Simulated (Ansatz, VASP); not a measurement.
## One calculation of AlP, two programs

```xyz
12
Lattice="3.8681 0.0000 0.0000 0.0000 5.4703 0.0000 0.0000 0.0000 24.6703" Properties=species:S:1:pos:R:3 pbc="T T T"
Al    1.9341    2.7352    7.5000
Al    0.0000    0.0000    9.4341
Al    1.9341    2.7352   11.3681
Al    0.0000    0.0000   13.3022
Al    1.9341    2.7352   15.2362
Al    0.0000    0.0000   17.1703
P     0.0000    1.3676    7.5000
P     1.9341    4.1028    9.4341
P     0.0000    1.3676   11.3681
P     1.9341    4.1028   13.3022
P     0.0000    1.3676   15.2362
P     1.9341    4.1028   17.1703
```

Alike in both runs: task relaxation of the atoms; functional PBEsol; k mesh 7 × 5 × 1; occupations gaussian, width 0.05 eV; no spin polarisation.

```csv
,VASP,Ansatz
version,VASP 6.6.1,Ansatz 0.2.0
potentials or method,"VASP PAW PBE potentials, release 64 (Al, P), cutoff 450 eV","scalar-relativistic, plane waves, PAW"
valence electrons in the cell,48,48
```

VASP gave:

| Item | Value |
| --- | --- |
| gap on the k mesh at the Fermi level, each at its own relaxed structure (eV) | 1.18 |

Q: Which values does Ansatz return?

A: gap on the k mesh at the Fermi level, each at its own relaxed structure (eV): 1.19.

VASP's potentials were made for PBE, not for PBEsol. Ansatz's warnings: xc potential rough in thin density.
